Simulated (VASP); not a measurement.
# Li3TaO4 (I4mm) in VASP: further runs

Runs on Li3TaO4. Level: PBEsol. Tasks: single point.

Program: VASP 6.6.1. These are calculated values, not measurements. Logs are shortened: lines on timing, memory, paths and dates and some standing lists are left out, and cuts for length are marked.

### 1 The cell of the first run

Symmetry: I4mm, No. 107, tetragonal system. Conventional cell: a = 4.085 Å, b = 4.085 Å, c = 8.506 Å, α = 90.00°, β = 90.00°, γ = 90.00°. Within 2.7 Å of Li (site symmetry 4mm) lie 6 O at 2.05 to 2.48 Å. Li (site symmetry 2mm) has 6 O at 2.05 to 2.14 Å within 2.7 Å. Within 2.5 Å of Ta (site symmetry 4mm) lie 6 O at 1.91 to 2.04 Å. O (site symmetry 2mm) has 2 Ta at 2.04 Å and 4 Li at 2.05 to 2.14 Å and 8 O at 2.80 to 2.89 Å within 2.9 Å. O (site symmetry 4mm) has 1 Ta at 1.91 Å and 5 Li at 2.06 to 2.48 Å within 2.5 Å. Within 2.6 Å of O (site symmetry 4mm) lie 1 Ta at 1.93 Å and 5 Li at 2.05 to 2.19 Å.

### 2 Single point, PBEsol (atoms displaced along a vibrational mode)

File INCAR:

```
SYSTEM = Li3TaO4
  PREC = Accurate
  ENCUT = 880
  EDIFF = 1E-6
  ISMEAR = 0
  SIGMA = 0.05
  LREAL = .FALSE.
  LASPH = .TRUE.
  NELM = 120
  ALGO = Normal
  ISIF = 2
  LWAVE = .FALSE.
  LCHARG = .FALSE.
  GGA = PS
  NBANDS = 33
  GGA_COMPAT = .FALSE.
```

File KPOINTS:

```
regular mesh
0
G
  10 10 10
  0 0 0
```

File POSCAR:

```
Li3TaO4
1.0
   -2.0422644308      2.0422644308      4.2529592940
    2.0422644308     -2.0422644308      4.2529592940
    2.0422644308      2.0422644308     -4.2529592940
Li Ta O
3 1 4
Direct
    0.4847165243      0.4847165243      0.0000000000
    0.2487091630      0.7487091630      0.5000000000
    0.7487091630      0.2487091630      0.5000000000
    0.0003760405      0.0003760405      0.0000000000
    0.0001908664      0.5001908664      0.5000000000
    0.7758167083      0.7758167083      0.0000000000
    0.5001908664      0.0001908664      0.5000000000
    0.2272980529      0.2272980529      0.0000000000
```

Potentials or basis: VASP PAW PBE potentials, release 64 (Li_sv, Ta_sv_GW, O).

Started as:

```console
cat potpaw_PBE.64/Li_sv/POTCAR potpaw_PBE.64/Ta_sv_GW/POTCAR potpaw_PBE.64/O/POTCAR > POTCAR
mpirun -np 1 vasp_std > vasp.out
```

OUTCAR:

```text
SYSTEM = Li3TaO4
   PREC = Accurate
   ENCUT = 880
   EDIFF = 1E-6
   ISMEAR = 0
   LREAL = .FALSE.
   LASPH = .TRUE.
   NELM = 120
   ISIF = 2
   GGA = PS

 ion  position               nearest neighbor table
   1  0.485  0.485  0.000-   5 2.05   7 2.05   5 2.05   7 2.05   8 2.19   4 2.89   4 2.89   4 2.89
                             4 2.89
   2  0.249  0.749  0.500-   8 2.05   8 2.05   6 2.06   6 2.06   5 2.11   7 2.14   4 2.94   4 2.94

   3  0.749  0.249  0.500-   8 2.05   8 2.05   6 2.06   6 2.06   7 2.11   5 2.14   4 2.94   4 2.94

   4  0.000  0.000  0.000-   6 1.91   8 1.93   7 2.04   5 2.04   5 2.04   7 2.04   1 2.89   1 2.89
                             1 2.89   1 2.89   3 2.94   2 2.94   3 2.94   2 2.94
   5  0.000  0.500  0.500-   4 2.04   4 2.04   1 2.05   1 2.05   2 2.11   3 2.14
   6  0.776  0.776  0.000-   4 1.91   3 2.06   2 2.06   3 2.06   2 2.06
   7  0.500  0.000  0.500-   4 2.04   4 2.04   1 2.05   1 2.05   3 2.11   2 2.14
   8  0.227  0.227  0.000-   4 1.93   2 2.05   3 2.05   2 2.05   3 2.05   1 2.19

  LATTYP: Found a body centered tetragonal cell.
 ALAT       =     4.0845288616
 C/A-ratio  =     2.0824723919

  Lattice vectors:

 A1 = (  -2.0422644308,   2.0422644308,   4.2529592940)
 A2 = (   2.0422644308,  -2.0422644308,   4.2529592940)
 A3 = (   2.0422644308,   2.0422644308,  -4.2529592940)

Analysis of symmetry for initial positions (statically):
=====================================================================
 Subroutine PRICEL returns:
 Original cell was already a primitive cell.

 Routine SETGRP: Setting up the symmetry group for a
 body centered tetragonal supercell.

 Subroutine GETGRP returns: Found  8 space group operations
 (whereof  8 operations were pure point group operations)
 out of a pool of 16 trial point group operations.

The static configuration has the point symmetry C_4v.

Analysis of symmetry for dynamics (positions and initial velocities):
=====================================================================
 Subroutine PRICEL returns:
 Original cell was already a primitive cell.

 Routine SETGRP: Setting up the symmetry group for a
 body centered tetragonal supercell.

 Subroutine GETGRP returns: Found  8 space group operations
 (whereof  8 operations were pure point group operations)
 out of a pool of 16 trial point group operations.

The dynamic configuration has the point symmetry C_4v.

 Subroutine INISYM returns: Found  8 space group operations
 (whereof  8 operations are pure point group operations),
 and found     1 'primitive' translations

----------------------------------------------------------------------------------------

                                     Primitive cell

  volume of cell :      70.9537

  direct lattice vectors                    reciprocal lattice vectors
    -2.042264431  2.042264431  4.252959294     0.000000000  0.244826278  0.117565198
     2.042264431 -2.042264431  4.252959294     0.244826278  0.000000000  0.117565198
     2.042264431  2.042264431 -4.252959294     0.244826278  0.244826278  0.000000000

  length of vectors
     5.140948431  5.140948431  5.140948431     0.271590652  0.271590652  0.346236643

  position of ions in fractional coordinates (direct lattice)
     0.484716524  0.484716524  0.000000000
     0.248709163  0.748709163  0.500000000
     0.748709163  0.248709163  0.500000000
     0.000376041  0.000376041  0.000000000
     0.000190866  0.500190866  0.500000000
     0.775816708  0.775816708  0.000000000
     0.500190866  0.000190866  0.500000000
     0.227298053  0.227298053  0.000000000

  ion indices of the primitive-cell ions
   primitive index   ion index
                 1           1
                 2           2
                 3           3
                 4           4
                 5           5
                 6           6
                 7           7
                 8           8

----------------------------------------------------------------------------------------

 KPOINTS: regular mesh

Automatic generation of k-mesh.
 Grid dimensions read from file:
 generate k-points for:   10   10   10

 Generating k-lattice:

  Cartesian coordinates                     Fractional coordinates (reciprocal lattice)
     0.000000000  0.024482628  0.011756520     0.100000000  0.000000000 -0.000000000
     0.024482628  0.000000000  0.011756520     0.000000000  0.100000000 -0.000000000
     0.024482628  0.024482628  0.000000000     0.000000000  0.000000000  0.100000000

  Length of vectors
     0.027159065  0.027159065  0.034623664

  Shift w.r.t. Gamma in fractional coordinates (k-lattice)
     0.000000000  0.000000000  0.000000000

 Subroutine IBZKPT returns following result:
 ===========================================

 Found    102 irreducible k-points:

 Following reciprocal coordinates:
            Coordinates               Weight
  0.000000  0.000000  0.000000      1.000000
  0.100000  0.000000 -0.000000      8.000000
  0.200000  0.000000 -0.000000      8.000000
  0.300000  0.000000  0.000000      8.000000
  0.400000  0.000000 -0.000000      8.000000
  0.500000  0.000000 -0.000000      4.000000
[... 16 lines left out ...]
  0.300000  0.300000  0.000000      8.000000
  0.400000  0.300000  0.000000     16.000000
 [... further k-points ...]
   k-points           NKPTS =    102   k-points in BZ     NKDIM =    102   number of bands    NBANDS=     33
   number of dos      NEDOS =    301   number of ions     NIONS =      8
   total plane-waves  NPLWV = 125000
   dimension x,y,z NGX =    50 NGY =   50 NGZ =   50
   dimension x,y,z NGXF=   100 NGYF=  100 NGZF=  100
   ions per type =               3   1   4
   NGX,Y,Z   is equivalent  to a cutoff of  16.17, 16.17, 16.17 a.u.
   NGXF,Y,Z  is equivalent  to a cutoff of  32.34, 32.34, 32.34 a.u.
 SYSTEM =  Li3TaO4
   PREC   = accura    normal or accurate (medium, high low for compatibility)
   ISTART =      0    job   : 0-new  1-cont  2-samecut
   ICHARG =      2    charge: 1-file 2-atom 10-const
   ISPIN  =      1    spin polarized calculation?
   LNONCOLLINEAR =      F non collinear calculations
   LSORBIT =      F    spin-orbit coupling
   LASPH  =      T    aspherical Exc in radial PAW
   ENCUT  =  880.0 eV  64.68 Ry    8.04 a.u.  12.43 12.43 12.43*2*pi/ulx,y,z
   NELM   =    120;   NELMIN=  2; NELMDL= -5     # of ELM steps
   EDIFF  = 0.1E-05   stopping-criterion for ELM
   LREAL  =      F    real-space projection
   EDIFFG = 0.1E-04   stopping-criterion for IOM
   NSW    =      0    number of steps for IOM
   IBRION =     -1    ionic relax: 0-MD 1-quasi-New 2-CG
   NFREE  =      0    steps in history (QN), initial steepest desc. (CG)
   ISIF   =      2    stress and relaxation
   ISYM   =      2    0-nonsym 1-usesym 2-fastsym
   POTIM  = 0.5000    time-step for ionic-motion
   TEBEG  =    0.0;   TEEND  =   0.0 temperature during run
   PSTRESS=    0.0 pullay stress
   NELECT =      46.0000    total number of electrons
   NUPDOWN=      -1.0000    fix difference up-down
   EMIN   =  10.00;   EMAX   =-10.00  energy-range for DOS
   EFERMI =   0.00;   METHOD = LEGACY
   ISMEAR =     0;   SIGMA  =   0.05  broadening in eV -4-tet -1-fermi 0-gaus
   EFERMI_NEDOS =   21; number of points for ismear=-14 and -15
   IALGO  =     38    algorithm
   IMIX   =      4    mixing-type and parameters
     AMIX     =   0.40;   BMIX     =  1.00
     AMIX_MAG =   1.60;   BMIX_MAG =  1.00
  volume/ion in A,a.u.               =       8.87        59.85
  Fermi-wavevector in a.u.,A,eV,Ry     =   1.416889  2.677531 27.314695  2.007573
  Thomas-Fermi vector in A             =   2.538176
   LORBIT       =      0    0 simple, 1 ext, 2 COOP (PROOUT), +10 PAW based schemes
   GGA     = PS    functional components
   LHFCALC =     F    Hartree Fock is set to
   AEXX    =    0.0000 exact exchange contribution
   IVDW    =     0    specifies the selected vdW correction
   LEPSILON=     F    determine dielectric tensor
   LRPA    =     F    only Hartree local field effects (RPA)
 non-spin polarized calculation
 Gauss-broadening in eV      SIGMA  =   0.05
  energy-cutoff  :      880.00
  volume of cell :       70.95
 maximum number of plane-waves:      4237
 NGX is ok and might be reduce to    50
   NGX = 25   NGY = 25   NGZ = 25

 number of electron      45.9999999 magnetization

 Free energy of the ion-electron system (eV)
  ---------------------------------------------------
  ext. energy  EPLUGINS =         0.00000000
  ---------------------------------------------------
  free energy    TOTEN  =       -61.82947048 eV

  energy without entropy =      -61.82947048  energy(sigma->0) =      -61.82947048

 E-fermi :   4.3228     XC(G=0): -11.3849

 val. band max:        3.9438857045   @ k =   0.4000   0.4000   0.1000
 cond. band min:       5.5278476157   @ k =   0.0000   0.0000   0.0000
 fundamental gap:      1.5839619112
 Fermi energy:         4.3227818582

 k-point     1 :       0.0000    0.0000    0.0000
  band No.  band energies     occupation
      1     -63.6323      2.00000
      2     -38.8412      2.00000
      3     -37.9001      2.00000
      4     -37.8660      2.00000
      5     -30.2188      2.00000
      6     -30.2188      2.00000
[... 25 lines left out ...]
     32      16.5886      0.00000
     33      17.4458      0.00000

 k-point     2 :       0.1000    0.0000   -0.0000
  band No.  band energies     occupation
      1     -63.6323      2.00000
      2     -38.8412      2.00000
      3     -37.8992      2.00000
      4     -37.8668      2.00000
      5     -30.2258      2.00000
      6     -30.2185      2.00000
[... 25 lines left out ...]
     32      16.6241      0.00000
     33      17.1266      0.00000
[... 754 lines left out ...]
     32      15.4437      0.00000
     33      16.9520      0.00000

 k-point    24 :       0.4000    0.3000    0.0000
  band No.  band energies     occupation
      1     -63.6316      2.00000
      2     -38.8399      2.00000
      3     -37.8854      2.00000
      4     -37.8795      2.00000
      5     -30.2841      2.00000
      6     -30.2654      2.00000
[... 25 lines left out ...]
     32      15.4715      0.00000
     33      16.7265      0.00000

 [... further k-points ...]

------------------------ aborting loop because EDIFF is reached ----------------------------------------

  FORCE on cell =-STRESS in cart. coord.  units (eV):
  Direction    XX          YY          ZZ          XY          YZ          ZX
  --------------------------------------------------------------------------------------
  -------------------------------------------------------------------------------------
  Total        0.0805011      0.0805011      0.4112391      0.0000000      0.0000000      0.0000000
  in kB        1.8177621      1.8177621      9.2860253      0.0000000      0.0000000      0.0000000
  external PRESSURE =       4.3071832 kB  Pullay stress =       0.0000000 kB

 VOLUME and BASIS-vectors are now :
 -----------------------------------------------------------------------------
  energy-cutoff  :      880.00
  volume of cell :       70.95
      direct lattice vectors                 reciprocal lattice vectors
    -2.042264431  2.042264431  4.252959294     0.000000000  0.244826278  0.117565198
     2.042264431 -2.042264431  4.252959294     0.244826278  0.000000000  0.117565198
     2.042264431  2.042264431 -4.252959294     0.244826278  0.244826278  0.000000000

 POSITION                                       TOTAL-FORCE (eV/Angst)
 -----------------------------------------------------------------------------------
      0.00000      0.00000      4.12296        -0.000000     -0.000000     -0.076447
      2.04226     -0.00000      2.11550         0.000000     -0.000000     -0.008348
     -0.00000      2.04226      2.11550        -0.000000      0.000000     -0.008348
      0.00000      0.00000      0.00320        -0.000000     -0.000000      0.075933
      2.04226      0.00000      0.00162         0.000000      0.000000      0.001365
      0.00000      0.00000      6.59903         0.000000      0.000000     -0.061482
      0.00000      2.04226      0.00162         0.000000      0.000000      0.001365
      0.00000      0.00000      1.93338         0.000000      0.000000      0.075963
 -----------------------------------------------------------------------------------
    total drift:                               -0.000000     -0.000000      0.000371

  FREE ENERGIE OF THE ION-ELECTRON SYSTEM (eV)
  ---------------------------------------------------
  free  energy   TOTEN  =       -61.8294704774 eV

  energy  without entropy=      -61.8294704774  energy(sigma->0) =      -61.82947048
```

It took 14 min on 1 thread of Intel Xeon Platinum 8488C (Sapphire Rapids), shared host; peak memory 0.69 GiB.

Results:

- Free energy: -61.8295 eV
- Pressure: 0.4 GPa
- Largest force: 0.076 eV/Å
- Band gap on the k mesh: 1.58 eV (least direct gap 1.64 eV)

Forces in eV/Å, atoms in the order of the input:
```
Li   0.000  0.000 -0.076
Li   0.000  0.000 -0.008
Li   0.000  0.000 -0.008
Ta   0.000  0.000  0.076
O    0.000  0.000  0.001
O    0.000  0.000 -0.061
O    0.000  0.000  0.001
O    0.000  0.000  0.076
```

Levels at points of the mesh, in eV from the valence-band top:
```
           k point  band 21  band 22  band 23  band 24  band 25  band 26
(0.00, 0.00, 0.00)    -0.19    -0.19    -0.06     1.58     4.24     4.24
(0.50, 0.00, 0.00)    -1.12    -0.53    -0.21     4.01     4.20     5.42
(0.50, 0.50, 0.00)    -0.57    -0.13    -0.01     5.50     5.53     5.66
(0.50, 0.50, 0.50)    -1.63    -1.63    -0.45     1.65     3.87     3.87
```

Caveat: the cell differs from its parent crystal (atoms displaced along a vibrational mode); the PAW data sets were made with another functional, which shifts forces and pressure a little; spin-orbit coupling is left out, which moves the levels of the heavy elements. A k mesh can miss the band edges.

### 3 Single point, PBEsol (atoms displaced along a vibrational mode)

File INCAR:

```
SYSTEM = Li3TaO4
ALGO = Normal
EDIFF = 1E-6
ENCUT = 880
GGA = PS
GGA_COMPAT = .False.
ISIF = 2
ISMEAR = 0
LASPH = .True.
LCHARG = .False.
LREAL = .False.
LWAVE = .False.
NBANDS = 33
NELM = 120
PREC = Accurate
SIGMA = 0.05
```

File KPOINTS:

```
k-points
0
Gamma
  10 10 10
  0 0 0
```

File POSCAR:

```
Li3TaO4
1.0
   -2.0422644308      2.0422644308      4.2529592940
    2.0422644308     -2.0422644308      4.2529592940
    2.0422644308      2.0422644308     -4.2529592940
Li Ta O
3 1 4
Direct
    0.5229252135      0.5229252135      0.0000000000
    0.2519362554      0.7519362554      0.5000000000
    0.7519362554      0.2519362554      0.5000000000
   -0.0005640607     -0.0005640607      0.0000000000
   -0.0002862996      0.4997137004      0.5000000000
    0.7719232568      0.7719232568      0.0000000000
    0.4997137004     -0.0002862996      0.5000000000
    0.2234046014      0.2234046014      0.0000000000
```

Potentials or basis: VASP PAW PBE potentials, release 64 (Li_sv, Ta_sv_GW, O).

Started as:

```console
cat potpaw_PBE.64/Li_sv/POTCAR potpaw_PBE.64/Ta_sv_GW/POTCAR potpaw_PBE.64/O/POTCAR > POTCAR
mpirun -np 1 vasp_std > vasp.out
```

Wall time 13 min (1 thread of Intel Xeon Platinum 8488C (Sapphire Rapids), shared host); peak memory 0.7 GiB.

The run converged. Its results:

| Property | Result |
| --- | --- |
| Free energy | -61.8351 eV |
| Pressure | 0.5 GPa |
| Largest force | 0.112 eV/Å |
| Band gap on the k mesh | 1.60 eV (least direct gap 1.66 eV) |

Forces in eV/Å, atoms in the order of the input:
```
Li   0.000  0.000  0.082
Li   0.000  0.000  0.012
Li   0.000  0.000  0.012
Ta   0.000  0.000 -0.112
O    0.000  0.000 -0.001
O    0.000  0.000 -0.057
O    0.000  0.000 -0.001
O    0.000  0.000  0.066
```

Stress tensor (GPa, compression positive):
```
0.05 0.00 0.00
0.00 0.05 0.00
0.00 0.00 1.38
```

Levels at points of the mesh, in eV from the valence-band top:
```csv
k point,band 21,band 22,band 23,band 24,band 25,band 26
"(0.00, 0.00, 0.00)",-0.19,-0.19,-0.06,1.60,4.24,4.24
"(0.50, 0.00, 0.00)",-1.12,-0.53,-0.21,4.03,4.21,5.43
"(0.50, 0.50, 0.00)",-0.56,-0.12,-0.01,5.52,5.54,5.67
"(0.50, 0.50, 0.50)",-1.63,-1.63,-0.45,1.67,3.87,3.87
```

Caveat: the cell differs from its parent crystal (atoms displaced along a vibrational mode); the PAW data sets were made with another functional, which shifts forces and pressure a little; spin-orbit coupling is left out, which moves the levels of the heavy elements.
